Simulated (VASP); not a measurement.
# CdS (F-43m) in VASP: a series of runs

The runs below take CdS through single point, with PBEsol.

Everything below comes from runs of VASP 6.6.1. Logs are shortened: lines on timing, memory, paths and dates and some standing lists are left out, and cuts for length are marked.

### Step 1. The cell of the first run

It takes space group F-43m (No. 216, cubic). The conventional cell has a = 5.806 Å, b = 5.806 Å, c = 5.806 Å, α = 90.00°, β = 90.00°, γ = 90.00°. Cd (site symmetry -43m) has 4 S at 2.51 Å within 3.3 Å. S (site symmetry -43m) has 4 Cd at 2.51 Å within 3.3 Å.

### Step 2. Single point, PBEsol (volume scaled by 0.96)

Contents of INCAR:

```
PREC     = Accurate       # precision mode
ENCUT    = 520            # plane-wave cutoff, eV
EDIFF    = 1E-6           # SCF threshold, eV
ISMEAR   = -1             # smearing method
SIGMA    = 0.02           # smearing width, eV
LREAL    = False          # projectors in reciprocal space
LASPH    = True           # aspherical terms in the spheres
NELM     = 100            # most SCF steps
ALGO     = Normal         # electronic algorithm
ISIF     = 2              # what is computed and relaxed
LWAVE    = False          # write WAVECAR
LCHARG   = False          # write CHGCAR
GGA      = PS             # functional
NBANDS   = 16             # bands
```

Contents of KPOINTS:

```
Automatic mesh
0
Gamma
  7 7 7
```

Contents of POSCAR:

```
CdS
1.0
    0.0000000000      2.9031789477      2.9031789477
    2.9031789477      0.0000000000      2.9031789477
    2.9031789477      2.9031789477      0.0000000000
Cd S
1 1
Direct
    0.0000000000      0.0000000000      0.0000000000
    0.7500000000      0.7500000000      0.7500000000
```

Potentials or basis: VASP PAW PBE potentials, release 64 (Cd, S).

Started as:

```console
$ cat potpaw_PBE.64/Cd/POTCAR potpaw_PBE.64/S/POTCAR > POTCAR
$ mpirun -np 1 vasp_std > vasp.out
```

OUTCAR:

```text
PREC = Accurate
   ENCUT = 520
   EDIFF = 1E-6
   ISMEAR = -1
   LREAL = False
   LASPH = True
   NELM = 100
   ISIF = 2
   GGA = PS

 ion  position               nearest neighbor table
   1  0.000  0.000  0.000-   2 2.51   2 2.51   2 2.51   2 2.51
   2  0.750  0.750  0.750-   1 2.51   1 2.51   1 2.51   1 2.51

  LATTYP: Found a face centered cubic cell.
 ALAT       =     5.8063578954

  Lattice vectors:

 A1 = (   0.0000000000,   2.9031789477,   2.9031789477)
 A2 = (   2.9031789477,   0.0000000000,   2.9031789477)
 A3 = (   2.9031789477,   2.9031789477,   0.0000000000)

Analysis of symmetry for initial positions (statically):
=====================================================================
 Subroutine PRICEL returns:
 Original cell was already a primitive cell.

 Routine SETGRP: Setting up the symmetry group for a
 face centered cubic supercell.

 Subroutine GETGRP returns: Found 24 space group operations
 (whereof 24 operations were pure point group operations)
 out of a pool of 48 trial point group operations.

The static configuration has the point symmetry T_d .

Analysis of symmetry for dynamics (positions and initial velocities):
=====================================================================
 Subroutine PRICEL returns:
 Original cell was already a primitive cell.

 Routine SETGRP: Setting up the symmetry group for a
 face centered cubic supercell.

 Subroutine GETGRP returns: Found 24 space group operations
 (whereof 24 operations were pure point group operations)
 out of a pool of 48 trial point group operations.

The dynamic configuration has the point symmetry T_d .

 Subroutine INISYM returns: Found 24 space group operations
 (whereof 24 operations are pure point group operations),
 and found     1 'primitive' translations

----------------------------------------------------------------------------------------

                                     Primitive cell

  volume of cell :      48.9386

  direct lattice vectors                    reciprocal lattice vectors
     0.000000000  2.903178948  2.903178948    -0.172225002  0.172225002  0.172225002
     2.903178948  0.000000000  2.903178948     0.172225002 -0.172225002  0.172225002
     2.903178948  2.903178948  0.000000000     0.172225002  0.172225002 -0.172225002

  length of vectors
     4.105715042  4.105715042  4.105715042     0.298302454  0.298302454  0.298302454

  position of ions in fractional coordinates (direct lattice)
     0.000000000  0.000000000  0.000000000
     0.750000000  0.750000000  0.750000000

  ion indices of the primitive-cell ions
   primitive index   ion index
                 1           1
                 2           2

----------------------------------------------------------------------------------------

 KPOINTS: Automatic mesh

Automatic generation of k-mesh.
 Grid dimensions read from file:
 generate k-points for:    7    7    7

 Generating k-lattice:

  Cartesian coordinates                     Fractional coordinates (reciprocal lattice)
    -0.024603572  0.024603572  0.024603572     0.142857143  0.000000000  0.000000000
     0.024603572 -0.024603572  0.024603572     0.000000000  0.142857143  0.000000000
     0.024603572  0.024603572 -0.024603572     0.000000000  0.000000000  0.142857143

  Length of vectors
     0.042614636  0.042614636  0.042614636

  Shift w.r.t. Gamma in fractional coordinates (k-lattice)
     0.000000000  0.000000000  0.000000000

 Subroutine IBZKPT returns following result:
 ===========================================

 Found     20 irreducible k-points:

 Following reciprocal coordinates:
            Coordinates               Weight
  0.000000  0.000000  0.000000      1.000000
  0.142857  0.000000  0.000000      8.000000
  0.285714  0.000000  0.000000      8.000000
  0.428571  0.000000  0.000000      8.000000
  0.142857  0.142857  0.000000      6.000000
  0.285714  0.142857  0.000000     24.000000
[... 12 lines left out ...]
 -0.428571  0.428571  0.142857     24.000000
 -0.285714  0.428571  0.142857     24.000000
   k-points           NKPTS =     20   k-points in BZ     NKDIM =     20   number of bands    NBANDS=     16
   number of dos      NEDOS =    301   number of ions     NIONS =      2
   total plane-waves  NPLWV =  32768
   dimension x,y,z NGX =    32 NGY =   32 NGZ =   32
   dimension x,y,z NGXF=    64 NGYF=   64 NGZF=   64
   ions per type =               1   1
   NGX,Y,Z   is equivalent  to a cutoff of  12.96, 12.96, 12.96 a.u.
   NGXF,Y,Z  is equivalent  to a cutoff of  25.91, 25.91, 25.91 a.u.
 SYSTEM =  unknown system
   PREC   = accura    normal or accurate (medium, high low for compatibility)
   ISTART =      0    job   : 0-new  1-cont  2-samecut
   ICHARG =      2    charge: 1-file 2-atom 10-const
   ISPIN  =      1    spin polarized calculation?
   LNONCOLLINEAR =      F non collinear calculations
   LSORBIT =      F    spin-orbit coupling
   LASPH  =      T    aspherical Exc in radial PAW
   ENCUT  =  520.0 eV  38.22 Ry    6.18 a.u.   7.63  7.63  7.63*2*pi/ulx,y,z
   NELM   =    100;   NELMIN=  2; NELMDL= -5     # of ELM steps
   EDIFF  = 0.1E-05   stopping-criterion for ELM
   LREAL  =      F    real-space projection
   EDIFFG = 0.1E-04   stopping-criterion for IOM
   NSW    =      0    number of steps for IOM
   IBRION =     -1    ionic relax: 0-MD 1-quasi-New 2-CG
   NFREE  =      0    steps in history (QN), initial steepest desc. (CG)
   ISIF   =      2    stress and relaxation
   ISYM   =      2    0-nonsym 1-usesym 2-fastsym
   POTIM  = 0.5000    time-step for ionic-motion
   TEBEG  =    0.0;   TEEND  =   0.0 temperature during run
   PSTRESS=    0.0 pullay stress
   NELECT =      18.0000    total number of electrons
   NUPDOWN=      -1.0000    fix difference up-down
   EMIN   =  10.00;   EMAX   =-10.00  energy-range for DOS
   EFERMI =   0.00;   METHOD = LEGACY
   ISMEAR =    -1;   SIGMA  =   0.02  broadening in eV -4-tet -1-fermi 0-gaus
   EFERMI_NEDOS =   21; number of points for ismear=-14 and -15
   IALGO  =     38    algorithm
   IMIX   =      4    mixing-type and parameters
     AMIX     =   0.40;   BMIX     =  1.00
     AMIX_MAG =   1.60;   BMIX_MAG =  1.00
  volume/ion in A,a.u.               =      24.47       165.13
  Fermi-wavevector in a.u.,A,eV,Ry     =   1.172956  2.216566 18.719258  1.375827
  Thomas-Fermi vector in A             =   2.309377
   LORBIT       =      0    0 simple, 1 ext, 2 COOP (PROOUT), +10 PAW based schemes
   GGA     = PS    functional components
   LHFCALC =     F    Hartree Fock is set to
   AEXX    =    0.0000 exact exchange contribution
   IVDW    =     0    specifies the selected vdW correction
   LEPSILON=     F    determine dielectric tensor
   LRPA    =     F    only Hartree local field effects (RPA)
 non-spin polarized calculation
  energy-cutoff  :      520.00
  volume of cell :       48.94
 maximum number of plane-waves:      1363
   NGX = 15   NGY = 15   NGZ = 15

 number of electron      18.0000002 magnetization

 Free energy of the ion-electron system (eV)
  ---------------------------------------------------
  ext. energy  EPLUGINS =         0.00000000
  ---------------------------------------------------
  free energy    TOTEN  =        -6.81043999 eV

  energy without entropy =       -6.81043999  energy(sigma->0) =       -6.81043999

 E-fermi :   1.7691     XC(G=0):  -9.4427

 val. band max:        1.3322734556   @ k =   0.0000   0.0000   0.0000
 cond. band min:       2.3683138455   @ k =   0.0000   0.0000   0.0000
 fundamental gap:      1.0360403899
 Fermi energy:         1.7691155969

 k-point     1 :       0.0000    0.0000    0.0000
  band No.  band energies     occupation
      1     -11.1388      2.00000
      2      -6.4507      2.00000
      3      -6.4507      2.00000
      4      -6.4507      2.00000
      5      -5.9434      2.00000
      6      -5.9434      2.00000
[... 8 lines left out ...]
     15      12.7988      0.00000
     16      12.7988      0.00000

 k-point     2 :       0.1429    0.0000    0.0000
  band No.  band energies     occupation
      1     -11.0542      2.00000
      2      -6.4205      2.00000
      3      -6.4205      2.00000
      4      -6.3803      2.00000
      5      -5.9447      2.00000
      6      -5.9447      2.00000
[... 8 lines left out ...]
     15      12.0614      0.00000
     16      13.1308      0.00000

 k-point     3 :       0.2857    0.0000    0.0000
  band No.  band energies     occupation
      1     -10.8625      2.00000
      2      -6.3620      2.00000
      3      -6.3620      2.00000
      4      -6.1136      2.00000
      5      -5.9345      2.00000
      6      -5.9345      2.00000
[... 8 lines left out ...]
     15      12.0523      0.00000
     16      12.3110      0.00000

 k-point     4 :       0.4286    0.0000    0.0000
  band No.  band energies     occupation
      1     -10.7090      2.00000
      2      -6.3282      2.00000
      3      -6.3282      2.00000
      4      -5.9090      2.00000
      5      -5.9090      2.00000
      6      -5.6614      2.00000
[... 8 lines left out ...]
     15      13.3722      0.00000
     16      13.3722      0.00000
[... 248 lines left out ...]
 k-point    18 :      -0.4286    0.2857    0.1429
  band No.  band energies     occupation
      1     -10.6188      2.00000
      2      -6.2676      2.00000
      3      -6.2293      2.00000
      4      -5.9995      2.00000
      5      -5.9126      2.00000
      6      -5.4810      2.00000
[... 8 lines left out ...]
     15      13.5856      0.00000
     16      14.7421      0.00000

 k-point    19 :      -0.4286    0.4286    0.1429
  band No.  band energies     occupation
      1     -10.5712      2.00000
      2      -6.2209      2.00000
      3      -6.1722      2.00000
      4      -6.0523      2.00000
      5      -5.8863      2.00000
      6      -5.4383      2.00000
[... 8 lines left out ...]
     15      14.3276      0.00000
     16      14.6559      0.00000

 k-point    20 :      -0.2857    0.4286    0.1429
  band No.  band energies     occupation
      1     -10.5598      2.00000
      2      -6.2323      2.00000
      3      -6.1775      2.00000
      4      -5.9985      2.00000
      5      -5.9259      2.00000
      6      -5.3128      2.00000
[... 8 lines left out ...]
     15      13.6013      0.00000
     16      15.3404      0.00000

------------------------ aborting loop because EDIFF is reached ----------------------------------------

  FORCE on cell =-STRESS in cart. coord.  units (eV):
  Direction    XX          YY          ZZ          XY          YZ          ZX
  --------------------------------------------------------------------------------------
  -------------------------------------------------------------------------------------
  Total        0.3045831      0.3045831      0.3045831      0.0000000     -0.0000000     -0.0000000
  in kB        9.9716015      9.9716015      9.9716015      0.0000000     -0.0000000     -0.0000000
  external PRESSURE =       9.9716015 kB  Pullay stress =       0.0000000 kB

 VOLUME and BASIS-vectors are now :
 -----------------------------------------------------------------------------
  energy-cutoff  :      520.00
  volume of cell :       48.94
      direct lattice vectors                 reciprocal lattice vectors
     0.000000000  2.903178948  2.903178948    -0.172225002  0.172225002  0.172225002
     2.903178948  0.000000000  2.903178948     0.172225002 -0.172225002  0.172225002
     2.903178948  2.903178948  0.000000000     0.172225002  0.172225002 -0.172225002

 POSITION                                       TOTAL-FORCE (eV/Angst)
 -----------------------------------------------------------------------------------
      0.00000      0.00000      0.00000         0.000000      0.000000      0.000000
      4.35477      4.35477      4.35477        -0.000000     -0.000000     -0.000000
 -----------------------------------------------------------------------------------
    total drift:                                0.000000      0.000000      0.000000

  FREE ENERGIE OF THE ION-ELECTRON SYSTEM (eV)
  ---------------------------------------------------
  free  energy   TOTEN  =        -6.8104399861 eV

  energy  without entropy=       -6.8104399861  energy(sigma->0) =       -6.81043999
```

Wall time 8.9 s (1 thread of Intel Xeon 6975P-C (Granite Rapids), shared host); peak memory 0.17 GiB.

Results:

| Item | Value |
| --- | --- |
| Free energy | -6.8104 eV |
| Pressure | 1.0 GPa |
| Band gap on the k mesh | 1.04 eV, direct |

Caveat: the PAW data sets were made with another functional, which shifts forces and pressure a little.

### Step 3. Single point, PBEsol (volume scaled by 0.96)

Contents of INCAR:

```
SYSTEM = CdS
ALGO = Normal
EDIFF = 1E-6
ENCUT = 520
GGA = PS
ISIF = 2
ISMEAR = -1
LASPH = .TRUE.
LCHARG = .TRUE.
LELF = .TRUE.
LREAL = .FALSE.
LVHAR = .TRUE.
LWAVE = .FALSE.
NBANDS = 16
NELM = 60
PREC = Accurate
SIGMA = 0.02
```

Contents of KPOINTS:

```
k-points
0
G
  7 7 7
  0 0 0
```

POSCAR is that of step 2.

Potentials or basis: VASP PAW PBE potentials, release 64 (Cd, S).

Started as:

```console
$ cat potpaw_PBE.64/Cd/POTCAR potpaw_PBE.64/S/POTCAR > POTCAR
$ mpirun -np 1 vasp_std > vasp.out
```

It took 10 s on 1 thread of Intel Xeon 6975P-C (Granite Rapids), shared host; peak memory 0.17 GiB.

The run converged. Its results:

| Property | Result |
| --- | --- |
| Free energy | -6.8104 eV |
| Pressure | 1.0 GPa |
| Band gap on the k mesh | 1.04 eV, direct |

Levels at points of the mesh, in eV from the valence-band top:
```tsv
k point	band 7	band 8	band 9	band 10	band 11	band 12
(0.00, 0.00, 0.00)	0.00	0.00	0.00	1.04	6.44	6.44
```

Caveat: the PAW data sets were made with another functional, which shifts forces and pressure a little.

(Continued in part 2 of 2.)
